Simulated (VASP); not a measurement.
# GaAs (F-43m) in VASP: a series of runs

The runs below take GaAs through vibrations by perturbation theory, with PBE.

Everything below comes from runs of VASP 6.6.1. Logs are shortened: lines on timing, memory, paths and dates and some standing lists are left out, and cuts for length are marked.

## 1. The cell of the first run

The structure is cubic, space group F-43m (No. 216). The conventional cell has a = 5.532 Å, b = 5.532 Å, c = 5.532 Å, α = 90.00°, β = 90.00°, γ = 90.00°. Ga (site symmetry -43m) has 4 As at 2.40 Å within 3.2 Å. Within 3.2 Å of As (site symmetry -43m) lie 4 Ga at 2.40 Å.

## 2. Vibrations by perturbation theory, PBE

Contents of INCAR:

```
PREC = Accurate
ENCUT = 520
EDIFF = 1E-8
ISMEAR = 0
SIGMA = 0.01
LREAL = F
LASPH = T
NELM = 60
ALGO = Normal
ISIF = 2
LWAVE = F
LCHARG = T
GGA = PE
IBRION = 8
NSW = 1
LEPSILON = T
```

Contents of KPOINTS:

```
Automatic mesh
0
Gamma
  12 12 12
```

Contents of POSCAR:

```
GaAs
1.0
    0.0000000000      2.7662473193      2.7662473193
    2.7662473193      0.0000000000      2.7662473193
    2.7662473193      2.7662473193      0.0000000000
Ga As
1 1
Direct
    0.0000000000      0.0000000000      0.0000000000
    0.7500000000      0.7500000000      0.7500000000
```

Potentials or basis: VASP PAW PBE potentials, release 64 (Ga_d, As).

Run with:

```bash
$ cat potpaw_PBE.64/Ga_d/POTCAR potpaw_PBE.64/As/POTCAR > POTCAR
$ mpirun -np 1 vasp_std > vasp.out
```

OUTCAR:

```text
PREC = Accurate
   ENCUT = 520
   EDIFF = 1E-8
   ISMEAR = 0
   LREAL = F
   LASPH = T
   NELM = 60
   ISIF = 2
   GGA = PE
   IBRION = 8
   NSW = 1
   LEPSILON = T

 ion  position               nearest neighbor table
   1  0.000  0.000  0.000-   2 2.40   2 2.40   2 2.40   2 2.40
   2  0.750  0.750  0.750-   1 2.40   1 2.40   1 2.40   1 2.40

  LATTYP: Found a face centered cubic cell.
 ALAT       =     5.5324946386

  Lattice vectors:

 A1 = (   0.0000000000,   2.7662473193,   2.7662473193)
 A2 = (   2.7662473193,   0.0000000000,   2.7662473193)
 A3 = (   2.7662473193,   2.7662473193,   0.0000000000)

Analysis of symmetry for initial positions (statically):
=====================================================================
 Subroutine PRICEL returns:
 Original cell was already a primitive cell.

 Routine SETGRP: Setting up the symmetry group for a
 face centered cubic supercell.

 Subroutine GETGRP returns: Found 24 space group operations
 (whereof 24 operations were pure point group operations)
 out of a pool of 48 trial point group operations.

The static configuration has the point symmetry T_d .

Analysis of symmetry for dynamics (positions and initial velocities):
=====================================================================
 Subroutine PRICEL returns:
 Original cell was already a primitive cell.

 Routine SETGRP: Setting up the symmetry group for a
 face centered cubic supercell.

 Subroutine GETGRP returns: Found 24 space group operations
 (whereof 24 operations were pure point group operations)
 out of a pool of 48 trial point group operations.

The dynamic configuration has the point symmetry T_d .

 Subroutine INISYM returns: Found 24 space group operations
 (whereof 24 operations are pure point group operations),
 and found     1 'primitive' translations

----------------------------------------------------------------------------------------

                                     Primitive cell

  volume of cell :      42.3353

  direct lattice vectors                    reciprocal lattice vectors
     0.000000000  2.766247319  2.766247319    -0.180750288  0.180750288  0.180750288
     2.766247319  0.000000000  2.766247319     0.180750288 -0.180750288  0.180750288
     2.766247319  2.766247319  0.000000000     0.180750288  0.180750288 -0.180750288

  length of vectors
     3.912064476  3.912064476  3.912064476     0.313068683  0.313068683  0.313068683

  position of ions in fractional coordinates (direct lattice)
     0.000000000  0.000000000  0.000000000
     0.750000000  0.750000000  0.750000000

  ion indices of the primitive-cell ions
   primitive index   ion index
                 1           1
                 2           2

----------------------------------------------------------------------------------------

 KPOINTS: Automatic mesh

Automatic generation of k-mesh.
 Grid dimensions read from file:
 generate k-points for:   12   12   12

 Generating k-lattice:

  Cartesian coordinates                     Fractional coordinates (reciprocal lattice)
    -0.015062524  0.015062524  0.015062524     0.083333333  0.000000000  0.000000000
[... 534 lines left out ...]
  ---------------------------------------------------
  free energy    TOTEN  =        -1.50346259 eV

  energy without entropy =       -1.50346259

------------------------ aborting loop because EDIFF is reached ----------------------------------------

--------------------------------------- Ionic step        2  -------------------------------------------

------------------------ aborting loop because EDIFF is reached ----------------------------------------

--------------------------------------- Ionic step        3  -------------------------------------------

------------------------ aborting loop because EDIFF is reached ----------------------------------------

 PIEZOELECTRIC TENSOR FIELD DIRECTION 3  (e Angst)
 -----------------------------------------------------------------------------
    -0.00050  2.01270  0.00000           (  0.00000  0.01884  0.00000)
     2.01270 -0.00050  0.00000           (  0.01884  0.00000  0.00000)
     0.00000  0.00000 -0.00124           (  0.00000  0.00000  0.00000)

 PIEZOELECTRIC TENSOR FIELD DIRECTION 3  (C/m^2)
 -----------------------------------------------------------------------------
    -0.00019  0.76170  0.00000
     0.76170 -0.00019  0.00000
     0.00000  0.00000 -0.00047

--------------------------------------- Ionic step        4  -------------------------------------------

------------------------ aborting loop because EDIFF is reached ----------------------------------------

[... ionic steps 5 to 6 ...]

--------------------------------------- Ionic step        7  -------------------------------------------

 Free energy of the ion-electron system (eV)
  ---------------------------------------------------
  ---------------------------------------------------
  free energy    TOTEN  =        -0.04382344 eV

  energy without entropy =       -0.04382344

------------------------ aborting loop because EDIFF is reached ----------------------------------------

 INTERNAL STRAIN TENSOR  FOR ION    2  DIRECTION 1   (eV/Angst):
 -----------------------------------------------------------------------------
    -0.00475  0.00000  0.00000
     0.00000  0.00369 10.32603
     0.00000 10.32603  0.00369

 MACROSCOPIC STATIC DIELECTRIC TENSOR (including local field effects in DFT)
 ------------------------------------------------------
          12.890522     0.000000     0.000000
          -0.000000    12.890522     0.000000
           0.000000     0.000000    12.890522
 ------------------------------------------------------

 PIEZOELECTRIC TENSOR (including local field effects)  for field in x, y, z        (e  Angst)
          XX          YY          ZZ          XY          YZ          ZX
  --------------------------------------------------------------------------------
  x    -0.00000    -0.00000    -0.00000     0.00000     2.01832     0.00000
  y    -0.00000     0.00000    -0.00000     0.00000     0.00000     2.01832
  z    -0.00000    -0.00000    -0.00000     2.01832     0.00000     0.00000

 PIEZOELECTRIC TENSOR (including local field effects)  for field in x, y, z        (C/m^2)
          XX          YY          ZZ          XY          YZ          ZX
  --------------------------------------------------------------------------------
  x    -0.00000    -0.00000    -0.00000     0.00000     0.76383     0.00000
  y    -0.00000     0.00000    -0.00000     0.00000     0.00000     0.76383
  z    -0.00000    -0.00000    -0.00000     0.76383     0.00000     0.00000

 BORN EFFECTIVE CHARGES (including local field effects) (in |e|, cummulative output)
 ---------------------------------------------------------------------------------
 ion    1
    1     2.00909    -0.00000     0.00000
    2     0.00000     2.00909     0.00000
    3    -0.00000     0.00000     2.00909
 ion    2
    1    -2.00909     0.00000    -0.00000
    2    -0.00000    -2.00909    -0.00000
    3     0.00000    -0.00000    -2.00909

 INTERNAL STRAIN TENSOR FOR ION    2 for displacements in x,y,z  (eV/Angst):
          X           Y           Z          XY          YZ          ZX
  --------------------------------------------------------------------------------
  x    -0.00000     0.00000     0.00000     0.00000    10.32603     0.00000
  y     0.00000     0.00000     0.00000     0.00000     0.00000    10.32603
  z     0.00000     0.00000    -0.00000    10.32603     0.00000     0.00000

 SECOND DERIVATIVES (NOT SYMMETRIZED)
 ------------------------------------
               1X          1Y          1Z          2X          2Y          2Z
  1X   -11.158542    0.000000    0.000000   11.158542    0.000000    0.000000
  1Y     0.000000  -11.158542    0.000000    0.000000   11.158542    0.000000
  1Z     0.000000    0.000000  -11.158542    0.000000    0.000000   11.158542
  2X    11.133123    0.000000    0.000000  -11.133123    0.000000    0.000000
  2Y     0.000000   11.133123    0.000000    0.000000  -11.133123    0.000000
  2Z     0.000000    0.000000   11.133123    0.000000    0.000000  -11.133123

 Eigenvectors and eigenvalues of the dynamical matrix
 ----------------------------------------------------

   1 f  =    8.685103 THz    54.570109 2PiTHz  289.703837 cm-1    35.918682 meV
             X         Y         Z           dx          dy          dz
      0.000000  0.000000  0.000000     0.000000   -0.720098    0.000000
      4.149371  4.149371  4.149371    -0.000000    0.693872    0.000000
[... 21 lines left out ...]
   6 f/i=    0.004948 THz     0.031092 2PiTHz    0.165064 cm-1     0.020465 meV
             X         Y         Z           dx          dy          dz
      0.000000  0.000000  0.000000    -0.228150   -0.621924    0.206441
      4.149371  4.149371  4.149371    -0.236773   -0.645430    0.214243

--------------------------------------------------------------------------------------------------------

 MACROSCOPIC STATIC DIELECTRIC TENSOR IONIC CONTRIBUTION
 ------------------------------------------------------
           1.547921    -0.000000     0.000000
          -0.000000     1.547921    -0.000000
           0.000000    -0.000000     1.547921
 ------------------------------------------------------

 ELASTIC MODULI CONTR FROM IONIC RELAXATION (kBar)
 Direction    XX          YY          ZZ          XY          YZ          ZX
 --------------------------------------------------------------------------------
 XX          -0.0000      0.0000      0.0000     -0.0000      0.0000     -0.0000
 YY           0.0000     -0.0000      0.0000     -0.0000     -0.0000      0.0000
 ZZ           0.0000      0.0000     -0.0000      0.0000     -0.0000     -0.0000
 XY          -0.0000     -0.0000      0.0000   -359.7337     -0.0000      0.0000
 YZ           0.0000     -0.0000     -0.0000     -0.0000   -359.7337      0.0000
 ZX          -0.0000      0.0000     -0.0000      0.0000      0.0000   -359.7337
 --------------------------------------------------------------------------------

 PIEZOELECTRIC TENSOR IONIC CONTR  for field in x, y, z        (C/m^2)
          XX          YY          ZZ          XY          YZ          ZX
  --------------------------------------------------------------------------------
  x     0.00000    -0.00000    -0.00000    -0.00000    -0.70216     0.00000
  y    -0.00000     0.00000    -0.00000     0.00000     0.00000    -0.70216
  z    -0.00000    -0.00000     0.00000    -0.70216    -0.00000     0.00000
```

It took 18 min on 1 thread of Intel Xeon Platinum 8375C at 2.90GHz (Ice Lake), shared host; peak memory 0.49 GiB.

Results:

| Property | Result |
| --- | --- |
| Electronic dielectric tensor (diagonal) | 12.89 |
| Born charges (mean of the diagonal) | Ga +2.01; As -2.01 e |
| Highest phonon frequency at Γ, LO-TO splitting left out | 290 cm⁻¹ |

Phonon frequencies in cm⁻¹ (negative: imaginary):
```
              q point        frequencies
(0.000, 0.000, 0.000)  0 0 0 290 290 290
```

Electronic dielectric tensor:
```
12.89  0.00  0.00
 0.00 12.89  0.00
 0.00  0.00 12.89
```

Born effective charge tensors (e):
atom 1, Ga
```
2.01 0.00 0.00
0.00 2.01 0.00
0.00 0.00 2.01
```
atom 2, As
```
-2.01  0.00  0.00
 0.00 -2.01  0.00
 0.00  0.00 -2.01
```

Caveat: the cell stands under pressure or tension, which shifts response properties.

## 3. Vibrations by perturbation theory, PBE

This run uses another cell than the first one, of 19.32 Å³/atom.

Contents of INCAR:

```
ALGO = Normal
EDIFF = 1E-8
ENCUT = 520
GGA = PE
IBRION = 8
ISIF = 2
ISMEAR = 0
LASPH = T
LCHARG = T
LEPSILON = T
LREAL = F
LWAVE = F
NBANDS = 16
NELM = 100
NSW = 1
PREC = Accurate
SIGMA = 0.01
```

Contents of KPOINTS:

```
k-points
0
Gamma
  12 12 12
```

Contents of POSCAR:

```
GaAs
1.0
    0.0000000000      2.6834275664      2.6834275664
    2.6834275664      0.0000000000      2.6834275664
    2.6834275664      2.6834275664      0.0000000000
Ga As
1 1
Direct
    0.0000000000      0.0000000000      0.0000000000
    0.7500000000      0.7500000000      0.7500000000
```

Potentials or basis: VASP PAW PBE potentials, release 64 (Ga_d, As).

Run with:

```bash
$ cat potpaw_PBE.64/Ga_d/POTCAR potpaw_PBE.64/As/POTCAR > POTCAR
$ mpirun -np 1 vasp_std > vasp.out
```

OUTCAR:

```text
EDIFF = 1E-8
   ENCUT = 520
   GGA = PE
   IBRION = 8
   ISIF = 2
   ISMEAR = 0
   LASPH = T
   LEPSILON = T
   LREAL = F
   NELM = 100
   NSW = 1
   PREC = Accurate

 ion  position               nearest neighbor table
   1  0.000  0.000  0.000-   2 2.32   2 2.32   2 2.32   2 2.32
   2  0.750  0.750  0.750-   1 2.32   1 2.32   1 2.32   1 2.32

  LATTYP: Found a face centered cubic cell.
 ALAT       =     5.3668551328

[... 782 lines left out ...]
      0.000000  0.000000  0.000000     0.719275   -0.000000    0.000000
      4.025141  4.025141  4.025141    -0.694725    0.000000    0.000000
[... 21 lines left out ...]
   6 f/i=    0.005936 THz     0.037294 2PiTHz    0.197990 cm-1     0.024548 meV
             X         Y         Z           dx          dy          dz
      0.000000  0.000000  0.000000     0.345816   -0.525151    0.295418
      4.025141  4.025141  4.025141     0.358036   -0.543708    0.305857

--------------------------------------------------------------------------------------------------------

 MACROSCOPIC STATIC DIELECTRIC TENSOR IONIC CONTRIBUTION
 ------------------------------------------------------
           1.157513     0.000000     0.000000
           0.000000     1.157513     0.000000
           0.000000     0.000000     1.157513
 ------------------------------------------------------

 ELASTIC MODULI CONTR FROM IONIC RELAXATION (kBar)
 Direction    XX          YY          ZZ          XY          YZ          ZX
 --------------------------------------------------------------------------------
 XX          -0.0000      0.0000      0.0000     -0.0000      0.0000     -0.0000
 YY           0.0000     -0.0000      0.0000     -0.0000     -0.0000      0.0000
 ZZ           0.0000      0.0000     -0.0000      0.0000     -0.0000     -0.0000
 XY          -0.0000     -0.0000      0.0000   -656.6642      0.0000      0.0000
 YZ           0.0000     -0.0000     -0.0000      0.0000   -656.6642      0.0000
 ZX          -0.0000      0.0000     -0.0000      0.0000      0.0000   -656.6642
 --------------------------------------------------------------------------------

 PIEZOELECTRIC TENSOR IONIC CONTR  for field in x, y, z        (C/m^2)
          XX          YY          ZZ          XY          YZ          ZX
  --------------------------------------------------------------------------------
  x     0.00000    -0.00000    -0.00000     0.00000    -0.82036     0.00000
  y    -0.00000     0.00000    -0.00000     0.00000    -0.00000    -0.82036
  z    -0.00000    -0.00000     0.00000    -0.82036     0.00000     0.00000
```

OSZICAR:

```text
N       E                     dE             d eps       ncg     rms          rms(c)
DAV:   1     0.834122365024E+02    0.83412E+02   -0.90424E+03  2400   0.166E+03
DAV:   2    -0.200780922602E+01   -0.85420E+02   -0.81334E+02  2632   0.315E+02
DAV:   3    -0.792923801615E+01   -0.59214E+01   -0.59036E+01  2800   0.645E+01
DAV:   4    -0.800713061263E+01   -0.77893E-01   -0.77884E-01  2928   0.808E+00
[... 189 lines left out ...]
RMM:   8    -0.438627734594E-01    0.10328E-05    0.56054E-09 17922   0.645E-04    0.476E-05
RMM:   9    -0.438628749463E-01   -0.10149E-06   -0.38702E-08 18574   0.207E-04    0.136E-05
RMM:  10    -0.438628175073E-01    0.57439E-07   -0.86941E-09 18382   0.779E-05    0.281E-06
RMM:  11    -0.438628220587E-01   -0.45514E-08    0.67829E-10 18527   0.316E-05    0.112E-06
 Linear response finished
```

stdout:

```text
POSCAR found type information on POSCAR GaAs
 POSCAR found :  2 types and       2 ions
 scaLAPACK will be used
 LDA part: xc-table for (Slater+PW92), standard interpolation
 POSCAR, INCAR and KPOINTS ok, starting setup
 FFT: planning ... GRIDC
 FFT: planning ... GRID_SOFT
 FFT: planning ... GRID
 WAVECAR not read
 entering main loop
[... 24 lines left out ...]
 dielectric tensor                  component  3 :     2.267     2.590    11.420
 Linear response DOF=           2
 Linear response progress:
 first order change of Fermi-energy   0.27627E-03
 force on displaced ion       1 direction 1 : -13.728  -0.000  -0.000
 Born effective charge ion    1 direction 1 :   1.830   0.000   0.000
 Linear response progress:
 first order change of Fermi-energy  -0.16552E-03
 force on displaced ion       2 direction 1 : -13.761   0.000   0.000
 Born effective charge ion    2 direction 1 :  -1.852   0.000   0.000
 Born effective charges drift removed
 Linear response finished
```

Wall time 27 min (1 thread of Intel Xeon Platinum 8259CL at 2.50GHz (Skylake/Cascade Lake), shared host); peak memory 0.5 GiB.

What came out:

```yaml
Electronic_dielectric_tensor_diagonal: 11.42
Born_charges_mean_of_the_diagonal: Ga +1.84; As -1.84 e
Highest_phonon_frequency_at_Γ_LO-TO_splitting_left_out: 322 cm⁻¹
```

Phonon frequencies in cm⁻¹ (negative: imaginary):
| q point | frequencies |
| --- | --- |
| (0.000, 0.000, 0.000) | 0 0 0 322 322 322 |

Electronic dielectric tensor:
```
11.42  0.00  0.00
 0.00 11.42  0.00
 0.00  0.00 11.42
```

Born effective charge tensors (e):
atom 1, Ga
```
1.84 0.00 0.00
0.00 1.84 0.00
0.00 0.00 1.84
```
atom 2, As
```
-1.84  0.00  0.00
 0.00 -1.84  0.00
 0.00  0.00 -1.84
```

Caveat: the cell stands under pressure or tension, which shifts response properties.
